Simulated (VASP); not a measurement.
In3Se, 4 atoms in the cell. The structure is cubic, space group Pm-3m (No. 221). The conventional cell has a = 4.804 Å, b = 4.804 Å, c = 4.804 Å, α = 90.00°, β = 90.00°, γ = 90.00°. Within 4.5 Å of In (site symmetry 4/mmm) lie 8 In at 3.40 Å and 4 Se at 3.40 Å. Se (site symmetry m-3m) has 12 In at 3.40 Å within 4.5 Å. 

```yaml
Program: VASP 6.6.1
Task: single point
Functional: PBEsol
Potentials_or_basis: VASP PAW PBE potentials, release 64 (In_d, Se)
Cutoff: 500 eV
k_mesh: 4 × 4 × 4, shifted
Occupations: gaussian, width 0.1 eV
Spin: no spin polarisation
Dipole_correction: no
Further_INCAR_settings: ALGO = Normal; EDIFF = 1e-06; NBANDS = 30
```

Potentials or basis: VASP PAW PBE potentials, release 64 (In_d, Se).

The run is started by

```console
$ cat potpaw_PBE.64/In_d/POTCAR potpaw_PBE.64/Se/POTCAR > POTCAR
$ mpirun -np 1 vasp_std > vasp.out
```

Hardware: 1 thread of Intel(R) Xeon(R) Platinum 8259CL CPU @ 2.50GHz (Skylake/Cascade Lake), on a shared host.

How long does it take, and how much memory?

It took 19 s on 1 thread of Intel(R) Xeon(R) Platinum 8259CL CPU @ 2.50GHz (Skylake/Cascade Lake), on a shared host, peak memory 0.2 GiB. Counts: scf iterations 13, k points 4.
